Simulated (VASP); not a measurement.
Ni:

```
Ni
1.0
     0.00000    1.75840    1.75840
     1.75840    0.00000    1.75840
     1.75840    1.75840    0.00000
Ni
1
Cartesian
  0.0000 0.0000 0.0000
```

Base run:

| Item | Value |
| --- | --- |
| Program | VASP 6.6.1 |
| Functional | LDA |
| Potentials or basis | VASP PAW LDA potentials, release 64 (Ni) |
| Cutoff | 520 eV |
| k mesh | 12 × 12 × 12 |
| Occupations | gaussian, width 0.1 eV |
| Spin | collinear spin, ferromagnetic start |
| Starting moments | [1.69] μB |
| Fixed moment | 1.69 μB |

Its results: pressure -0.2 GPa; site moments Ni +1.61 μB.

Question: After a change of settings the same cell gave: pressure 7.8 GPa; site moments Ni +1.82 μB. Which change was it?
A. fixed moment from 1.69 μB to 0.73 μB; moments at the start from [1.69] to [0.73]
B. fixed moment from 1.69 μB to none; moments at the start from [1.69] to [0.2]
C. fixed moment from 1.69 μB to 1.45 μB; moments at the start from [1.69] to [1.45]
D. fixed moment from 1.69 μB to 1.94 μB; moments at the start from [1.69] to [1.94]

Answer: D.

Caveats: the total moment is fixed, so each spin has its own Fermi level; the cell stands under pressure (at least some runs).
